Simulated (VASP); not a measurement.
# GaSb (I-4m2) in VASP: notebook

The runs below take GaSb through single point, with LDA, r2SCAN.

Program: VASP 6.6.1. These are calculated values, not measurements. Logs are shortened: lines on timing, memory, paths and dates and some standing lists are left out, and cuts for length are marked.

## Step 1: The cell of the first run

The structure is tetragonal, space group I-4m2 (No. 119). The conventional cell has a = 5.507 Å, b = 5.507 Å, c = 3.181 Å, α = 90.00°, β = 90.00°, γ = 90.00°. Within 3.8 Å of Ga (site symmetry -4m2) lie 8 Sb at 2.87 to 3.64 Å and 2 Ga at 3.18 Å. Within 3.8 Å of Sb (site symmetry -4m2) lie 8 Ga at 2.87 to 3.64 Å and 2 Sb at 3.18 Å.

## Step 2: Single point, LDA

File INCAR:

```
SYSTEM = GaSb
PREC = Accurate
ENCUT = 500
EDIFF = 1E-6
ISMEAR = -1
SIGMA = 0.05
LREAL = .FALSE.
LASPH = .TRUE.
NELM = 120
ALGO = Normal
ISIF = 2
LWAVE = .FALSE.
LCHARG = .FALSE.
NBANDS = 16
GGA_COMPAT = .FALSE.
```

File KPOINTS:

```
regular mesh
0
G
  4 4 4
  0 0 0
```

File POSCAR:

```
GaSb
1.0
   -2.7534340000      2.7534340000      1.5907070000
    2.7534340000     -2.7534340000      1.5907070000
    2.7534340000      2.7534340000     -1.5907070000
Ga Sb
1 1
Direct
    0.2500000000      0.7500000000      0.5000000000
    0.0000000000      0.0000000000      0.0000000000
```

Potentials or basis: VASP PAW LDA potentials, release 64 (Ga_d, Sb).

The run is started by

```
> cat potpaw_LDA.64/Ga_d/POTCAR potpaw_LDA.64/Sb/POTCAR > POTCAR
> mpirun -np 1 vasp_std > vasp.out
```

OUTCAR:

```text
SYSTEM = GaSb
   PREC = Accurate
   ENCUT = 500
   EDIFF = 1E-6
   ISMEAR = -1
   LREAL = .FALSE.
   LASPH = .TRUE.
   NELM = 120
   ISIF = 2

 ion  position               nearest neighbor table
   1  0.250  0.750  0.500-   2 2.87   2 2.87   2 2.87   2 2.87
   2  0.000  0.000  0.000-   1 2.87   1 2.87   1 2.87   1 2.87

  LATTYP: Found a body centered tetragonal cell.
 ALAT       =     5.5068680000
 C/A-ratio  =     0.5777174975

  Lattice vectors:

 A1 = (  -2.7534340000,   2.7534340000,   1.5907070000)
 A2 = (   2.7534340000,  -2.7534340000,   1.5907070000)
 A3 = (   2.7534340000,   2.7534340000,  -1.5907070000)

Analysis of symmetry for initial positions (statically):
=====================================================================
 Subroutine PRICEL returns:
 Original cell was already a primitive cell.

 Routine SETGRP: Setting up the symmetry group for a
 body centered tetragonal supercell.

 Subroutine GETGRP returns: Found  8 space group operations
 (whereof  8 operations were pure point group operations)
 out of a pool of 16 trial point group operations.

The static configuration has the point symmetry D_2d.

Analysis of symmetry for dynamics (positions and initial velocities):
=====================================================================
 Subroutine PRICEL returns:
 Original cell was already a primitive cell.

 Routine SETGRP: Setting up the symmetry group for a
 body centered tetragonal supercell.

 Subroutine GETGRP returns: Found  8 space group operations
 (whereof  8 operations were pure point group operations)
 out of a pool of 16 trial point group operations.

The dynamic configuration has the point symmetry D_2d.

 Subroutine INISYM returns: Found  8 space group operations
 (whereof  8 operations are pure point group operations),
 and found     1 'primitive' translations

----------------------------------------------------------------------------------------

                                     Primitive cell

  volume of cell :      48.2391

  direct lattice vectors                    reciprocal lattice vectors
    -2.753434000  2.753434000  1.590707000     0.000000000  0.181591424  0.314325643
     2.753434000 -2.753434000  1.590707000     0.181591424  0.000000000  0.314325643
     2.753434000  2.753434000 -1.590707000     0.181591424  0.181591424  0.000000000

  length of vectors
     4.206322187  4.206322187  4.206322187     0.363009717  0.363009717  0.256809054

  position of ions in fractional coordinates (direct lattice)
     0.250000000  0.750000000  0.500000000
     0.000000000  0.000000000  0.000000000

  ion indices of the primitive-cell ions
   primitive index   ion index
                 1           1
                 2           2

----------------------------------------------------------------------------------------

 KPOINTS: regular mesh

Automatic generation of k-mesh.
 Grid dimensions read from file:
 generate k-points for:    4    4    4

 Generating k-lattice:

  Cartesian coordinates                     Fractional coordinates (reciprocal lattice)
     0.000000000  0.045397856  0.078581411     0.250000000 -0.000000000  0.000000000
     0.045397856  0.000000000  0.078581411    -0.000000000  0.250000000  0.000000000
     0.045397856  0.045397856  0.000000000     0.000000000  0.000000000  0.250000000

  Length of vectors
     0.090752429  0.090752429  0.064202264

  Shift w.r.t. Gamma in fractional coordinates (k-lattice)
     0.000000000  0.000000000  0.000000000

 Subroutine IBZKPT returns following result:
 ===========================================

 Found     13 irreducible k-points:

 Following reciprocal coordinates:
            Coordinates               Weight
  0.000000  0.000000  0.000000      1.000000
  0.250000 -0.000000  0.000000      8.000000
  0.500000 -0.000000  0.000000      4.000000
  0.250000  0.250000  0.000000      8.000000
  0.500000  0.250000  0.000000     16.000000
 -0.250000  0.250000  0.000000      4.000000
  0.500000  0.500000  0.000000      2.000000
  0.250000  0.250000  0.250000      2.000000
 -0.250000  0.250000  0.250000      4.000000
  0.500000  0.500000  0.250000      4.000000
 -0.250000  0.500000  0.250000      8.000000
 -0.250000 -0.250000  0.250000      2.000000
  0.500000  0.500000  0.500000      1.000000
   k-points           NKPTS =     13   k-points in BZ     NKDIM =     13   number of bands    NBANDS=     16
   number of dos      NEDOS =    301   number of ions     NIONS =      2
   total plane-waves  NPLWV =  32768
   dimension x,y,z NGX =    32 NGY =   32 NGZ =   32
   dimension x,y,z NGXF=    64 NGYF=   64 NGZF=   64
   ions per type =               1   1
   NGX,Y,Z   is equivalent  to a cutoff of  12.65, 12.65, 12.65 a.u.
   NGXF,Y,Z  is equivalent  to a cutoff of  25.29, 25.29, 25.29 a.u.
 SYSTEM =  GaSb
   PREC   = accura    normal or accurate (medium, high low for compatibility)
   ISTART =      0    job   : 0-new  1-cont  2-samecut
   ICHARG =      2    charge: 1-file 2-atom 10-const
   ISPIN  =      1    spin polarized calculation?
   LNONCOLLINEAR =      F non collinear calculations
   LSORBIT =      F    spin-orbit coupling
   LASPH  =      T    aspherical Exc in radial PAW
   ENCUT  =  500.0 eV  36.75 Ry    6.06 a.u.   7.67  7.67  7.67*2*pi/ulx,y,z
   NELM   =    120;   NELMIN=  2; NELMDL= -5     # of ELM steps
   EDIFF  = 0.1E-05   stopping-criterion for ELM
   LREAL  =      F    real-space projection
   EDIFFG = 0.1E-04   stopping-criterion for IOM
   NSW    =      0    number of steps for IOM
   IBRION =     -1    ionic relax: 0-MD 1-quasi-New 2-CG
   NFREE  =      0    steps in history (QN), initial steepest desc. (CG)
   ISIF   =      2    stress and relaxation
   ISYM   =      2    0-nonsym 1-usesym 2-fastsym
   POTIM  = 0.5000    time-step for ionic-motion
   TEBEG  =    0.0;   TEEND  =   0.0 temperature during run
   PSTRESS=    0.0 pullay stress
   NELECT =      18.0000    total number of electrons
   NUPDOWN=      -1.0000    fix difference up-down
   EMIN   =  10.00;   EMAX   =-10.00  energy-range for DOS
   EFERMI =   0.00;   METHOD = LEGACY
   ISMEAR =    -1;   SIGMA  =   0.05  broadening in eV -4-tet -1-fermi 0-gaus
   EFERMI_NEDOS =   21; number of points for ismear=-14 and -15
   IALGO  =     38    algorithm
   IMIX   =      4    mixing-type and parameters
     AMIX     =   0.40;   BMIX     =  1.00
     AMIX_MAG =   1.60;   BMIX_MAG =  1.00
  volume/ion in A,a.u.               =      24.12       162.77
  Fermi-wavevector in a.u.,A,eV,Ry     =   1.178598  2.227228 18.899772  1.389094
  Thomas-Fermi vector in A             =   2.314924
   LORBIT       =      0    0 simple, 1 ext, 2 COOP (PROOUT), +10 PAW based schemes
   GGA     = CA    functional components
   LHFCALC =     F    Hartree Fock is set to
   AEXX    =    0.0000 exact exchange contribution
   IVDW    =     0    specifies the selected vdW correction
   LEPSILON=     F    determine dielectric tensor
   LRPA    =     F    only Hartree local field effects (RPA)
 non-spin polarized calculation
  energy-cutoff  :      500.00
  volume of cell :       48.24
 maximum number of plane-waves:      1253
 NGX is ok and might be reduce to    32
   NGX = 15   NGY = 15   NGZ = 15

 number of electron      17.9999994 magnetization

 Free energy of the ion-electron system (eV)
  ---------------------------------------------------
  ext. energy  EPLUGINS =         0.00000000
  ---------------------------------------------------
  free energy    TOTEN  =        -8.32885900 eV

  energy without entropy =       -8.31791441  energy(sigma->0) =       -8.32338671

 E-fermi :   6.3611     XC(G=0): -10.4623

 val. band max:        6.3298500679   @ k =   0.2500  -0.0000   0.0000
 cond. band min:       6.3950154941   @ k =   0.5000   0.5000   0.0000
 fundamental gap:      0.0651654262
 Fermi energy:         6.3611068960

 k-point     1 :       0.0000    0.0000    0.0000
  band No.  band energies     occupation
      1      -8.8003      2.00000
      2      -8.7243      2.00000
      3      -8.7169      2.00000
      4      -8.6924      2.00000
      5      -8.6924      2.00000
      6      -5.5578      2.00000
[... 8 lines left out ...]
     15      16.1570      0.00000
     16      16.9322      0.00000

 k-point     2 :       0.2500   -0.0000    0.0000
  band No.  band energies     occupation
      1      -8.7400      2.00000
      2      -8.7296      2.00000
      3      -8.7217      2.00000
      4      -8.7162      2.00000
      5      -8.7040      2.00000
      6      -4.3863      2.00000
[... 8 lines left out ...]
     15      13.9949      0.00000
     16      16.1833      0.00000

 k-point     3 :       0.5000   -0.0000    0.0000
  band No.  band energies     occupation
      1      -8.7566      2.00000
      2      -8.7488      2.00000
      3      -8.7317      2.00000
      4      -8.6931      2.00000
      5      -8.6668      2.00000
      6      -1.9652      2.00000
[... 8 lines left out ...]
     15      16.6925      0.00000
     16      17.2011      0.00000

 k-point     4 :       0.2500    0.2500    0.0000
  band No.  band energies     occupation
      1      -8.7538      2.00000
      2      -8.7473      2.00000
      3      -8.7339      2.00000
      4      -8.6945      2.00000
      5      -8.6677      2.00000
      6      -2.0143      2.00000
[... 8 lines left out ...]
     15      15.5610      0.00000
     16      16.2900      0.00000

 k-point     5 :       0.5000    0.2500    0.0000
  band No.  band energies     occupation
      1      -8.7445      2.00000
      2      -8.7312      2.00000
      3      -8.7218      2.00000
      4      -8.7146      2.00000
      5      -8.6980      2.00000
      6      -3.4408      2.00000
[... 8 lines left out ...]
     15      16.1962      0.00000
     16      17.0252      0.00000

 k-point     6 :      -0.2500    0.2500    0.0000
  band No.  band energies     occupation
      1      -8.7961      2.00000
      2      -8.7338      2.00000
      3      -8.7110      2.00000
      4      -8.6933      2.00000
      5      -8.6880      2.00000
      6      -5.0219      2.00000
[... 8 lines left out ...]
     15      15.2839      0.00000
     16      16.2164      0.00000

 k-point     7 :       0.5000    0.5000    0.0000
  band No.  band energies     occupation
      1      -8.7925      2.00000
      2      -8.7429      2.00000
      3      -8.7052      2.00000
      4      -8.6945      2.00000
      5      -8.6839      2.00000
      6      -4.0598      2.00000
[... 8 lines left out ...]
     15      15.6600      0.00000
     16      18.1849      0.00000

 k-point     8 :       0.2500    0.2500    0.2500
  band No.  band energies     occupation
      1      -8.7547      2.00000
      2      -8.7430      2.00000
      3      -8.7324      2.00000
      4      -8.6965      2.00000
      5      -8.6661      2.00000
      6      -1.6666      2.00000
[... 8 lines left out ...]
     15      13.7995      0.00000
     16      14.4129      0.00000

 k-point     9 :      -0.2500    0.2500    0.2500
  band No.  band energies     occupation
      1      -8.7950      2.00000
      2      -8.7531      2.00000
      3      -8.7036      2.00000
      4      -8.6891      2.00000
      5      -8.6887      2.00000
      6      -4.4891      2.00000
[... 8 lines left out ...]
     15      16.4686      0.00000
     16      17.1011      0.00000

 k-point    10 :       0.5000    0.5000    0.2500
  band No.  band energies     occupation
      1      -8.7932      2.00000
      2      -8.7719      2.00000
      3      -8.6961      2.00000
      4      -8.6900      2.00000
      5      -8.6850      2.00000
      6      -3.5832      2.00000
[... 8 lines left out ...]
     15      17.1685      0.00000
     16      18.5279      0.00000

 k-point    11 :      -0.2500    0.5000    0.2500
  band No.  band energies     occupation
      1      -8.7681      2.00000
      2      -8.7311      2.00000
      3      -8.7184      2.00000
      4      -8.7149      2.00000
      5      -8.6901      2.00000
      6      -2.6429      2.00000
[... 8 lines left out ...]
     15      17.6480      0.00000
     16      18.5540      0.00000

 k-point    12 :      -0.2500   -0.2500    0.2500
  band No.  band energies     occupation
      1      -8.7464      2.00000
      2      -8.7464      2.00000
      3      -8.7429      2.00000
      4      -8.6950      2.00000
      5      -8.6710      2.00000
      6      -2.3195      2.00000
[... 8 lines left out ...]
     15      18.1054      0.00000
     16      18.1054      0.00000

 k-point    13 :       0.5000    0.5000    0.5000
  band No.  band energies     occupation
      1      -8.7984      2.00000
      2      -8.7941      2.00000
      3      -8.6870      2.00000
      4      -8.6862      2.00000
      5      -8.6862      2.00000
      6      -2.9125      2.00000
[... 8 lines left out ...]
     15      19.8350      0.00000
     16      19.8483      0.00000

------------------------ aborting loop because EDIFF is reached ----------------------------------------

  FORCE on cell =-STRESS in cart. coord.  units (eV):
  Direction    XX          YY          ZZ          XY          YZ          ZX
  --------------------------------------------------------------------------------------
  -------------------------------------------------------------------------------------
  Total       -2.3518371     -2.3518371      0.0953022      0.0000000      0.0000000     -0.0000000
  in kB      -78.1120959    -78.1120959      3.1652940      0.0000000      0.0000000     -0.0000000
  external PRESSURE =     -51.0196326 kB  Pullay stress =       0.0000000 kB

 VOLUME and BASIS-vectors are now :
 -----------------------------------------------------------------------------
  energy-cutoff  :      500.00
  volume of cell :       48.24
      direct lattice vectors                 reciprocal lattice vectors
    -2.753434000  2.753434000  1.590707000     0.000000000  0.181591424  0.314325643
     2.753434000 -2.753434000  1.590707000     0.181591424  0.000000000  0.314325643
     2.753434000  2.753434000 -1.590707000     0.181591424  0.181591424  0.000000000

 POSITION                                       TOTAL-FORCE (eV/Angst)
 -----------------------------------------------------------------------------------
      2.75343      0.00000      0.79535        -0.000000      0.000000      0.000000
      0.00000      0.00000      0.00000         0.000000     -0.000000     -0.000000
 -----------------------------------------------------------------------------------
    total drift:                               -0.000000      0.000000      0.000000

  FREE ENERGIE OF THE ION-ELECTRON SYSTEM (eV)
  ---------------------------------------------------
  free  energy   TOTEN  =        -8.3288590037 eV

  energy  without entropy=       -8.3179144070  energy(sigma->0) =       -8.32338671
```

Run time: 13 s. Hardware: 1 thread of Intel Xeon 8259CL, shared host; peak memory 0.15 GiB.

What came out:

```yaml
Free_energy: -8.3289 eV
Pressure: -5.1 GPa
Band_gap_on_the_k_mesh: zero (band 9 reaches 8.11 eV, above the bottom of band 10 at 4.65 eV)
```

Caveat: the k points lie up to 0.57 Å⁻¹ apart; spin-orbit coupling is left out, which moves the levels of the heavy elements.

## Step 3: Single point, r2SCAN

POSCAR is that of step 2.

File INCAR.step1:

```
SYSTEM = GaSb
PREC = Accurate
ENCUT = 550
ISMEAR = -1
SIGMA = 0.05
LREAL = .False.
LASPH = .True.
NELM = 120
NBANDS = 16
GGA = PE
ALGO = Normal
EDIFF = 1E-5
LWAVE = .True.
LCHARG = .False.
GGA_COMPAT = .False.
```

File INCAR.step2:

```
SYSTEM = GaSb
PREC = Accurate
ENCUT = 550
EDIFF = 1E-6
ISMEAR = -1
SIGMA = 0.05
LREAL = .False.
LASPH = .True.
NELM = 120
ALGO = Normal
ISIF = 2
LWAVE = .False.
LCHARG = .False.
METAGGA = R2SCAN
LMIXTAU = .True.
NBANDS = 16
ISTART = 1
GGA_COMPAT = .False.
```

File KPOINTS:

```
Automatic mesh
0
Gamma
  4 4 4
  0 0 0
```

Potentials or basis: VASP PAW PBE potentials, release 64 (Ga_d, Sb).

The run is started by

```
> cat potpaw_PBE.64/Ga_d/POTCAR potpaw_PBE.64/Sb/POTCAR > POTCAR
> cp INCAR.step1 INCAR
> mpirun -np 1 vasp_std > vasp.out
> cp INCAR.step2 INCAR
> mpirun -np 1 vasp_std > vasp.out
```

It took 99 s on 1 thread of Intel Xeon 8259CL, shared host; peak memory 0.19 GiB.

The run converged. Its results:

| Property | Result |
| --- | --- |
| Free energy | -37.0073 eV |
| Pressure | -2.6 GPa |
| Band gap on the k mesh | zero (band 9 reaches 8.24 eV, above the bottom of band 10 at 4.61 eV) |

Stress tensor (GPa, compression positive):
```
-5.43  0.00  0.00
 0.00 -5.43  0.00
 0.00  0.00  3.20
```

Levels at points of the mesh, in eV from the Fermi level:
| k point | band 7 | band 8 | band 9 | band 10 | band 11 | band 12 |
| --- | --- | --- | --- | --- | --- | --- |
| (0.00, 0.00, 0.00) | -2.89 | -2.00 | -2.00 | 3.87 | 5.40 | 7.48 |
| (0.50, 0.00, 0.00) | -5.82 | -2.47 | -1.61 | -1.17 | 2.74 | 3.49 |
| (0.50, 0.50, 0.00) | -8.41 | -0.03 | 1.81 | 2.39 | 2.71 | 4.95 |
| (0.50, 0.50, 0.50) | -6.21 | -5.15 | -5.15 | 3.73 | 5.26 | 10.99 |

Caveat: the k points lie up to 0.57 Å⁻¹ apart; the PAW data sets were made with another functional, which shifts forces and pressure a little; spin-orbit coupling is left out, which moves the levels of the heavy elements.
